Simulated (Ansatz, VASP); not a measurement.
## Two plane-wave programs on TaN

The input INCAR:

```
SYSTEM = TaN
  PREC = Accurate
  ENCUT = 600
  EDIFF = 1E-6
  ISMEAR = 0
  SIGMA = 0.1
  LREAL = .FALSE.
  LASPH = .TRUE.
  NELM = 200
  ALGO = Normal
  ISIF = 2
  LWAVE = .FALSE.
  LCHARG = .FALSE.
  MAGMOM = 0 0 0 0 0 0
  LORBIT = 11
  LSORBIT = .TRUE.
  GGA_COMPAT = .FALSE.
  LORBMOM = .TRUE.
  LMAXMIX = 4
  GGA = PS
  NBANDS = 28
```

File KPOINTS:

```
regular mesh
0
G
  16 16 16
  0 0 0
```

The input POSCAR:

```
TaN
1.0
    0.0000000000      2.1874205795      2.1874205795
    2.1874205795      0.0000000000      2.1874205795
    2.1874205795      2.1874205795      0.0000000000
Ta N
1 1
Direct
    0.5000000000      0.5000000000      0.5000000000
    0.0000000000      0.0000000000      0.0000000000
```

Input for Ansatz:

```yaml
crystal:
  lattice:
    - [0.0, 2.1874205795, 2.1874205795]
    - [2.1874205795, 0.0, 2.1874205795]
    - [2.1874205795, 2.1874205795, 0.0]
  atoms:
    - { symbol: Ta, position: [0.5, 0.5, 0.5] }
    - { symbol: "N", position: [0.0, 0.0, 0.0] }
basis:
  ecutwfc: 420
kpoints:
  mp_grid: { grid: [16, 16, 16] }
hamiltonian:
  xc: pbesol
  pseudopotentials: { kind: paw_fr, azcp: { folder: soft_1 } }
scf:
  occupations: { method: gaussian, width: 0.1 }
output:
  forces: true
  stress: true
  eigenvalues: true
magnetization:
  noncollinear: true
  spin_orbit: true
```

Alike in both runs: task single point; functional PBEsol; k mesh 16 × 16 × 16; occupations gaussian, width 0.1 eV; non-collinear spin, spin-orbit coupling.

```csv
,VASP,Ansatz
version,VASP 6.6.1,Ansatz 0.2.0
potentials or method,"VASP PAW PBE potentials, release 64 (Ta_pv, N), cutoff 600 eV","plane waves, PAW"
valence electrons in the cell,16,18
```

Ansatz gave:

* pressure (GPa): -0.1
* net moment per atom (μB): 0.00

**Question.** What did VASP give for the same quantities?

**Answer.** Pressure (GPa): 1.8; net moment per atom (μB): 0.00.

VASP's potentials were made for PBE, not for PBEsol, and Ansatz warns of the same on its side. VASP's potentials hold 16 valence electrons a cell and Ansatz's 18, so a difference there can come from the potentials and not from the codes.
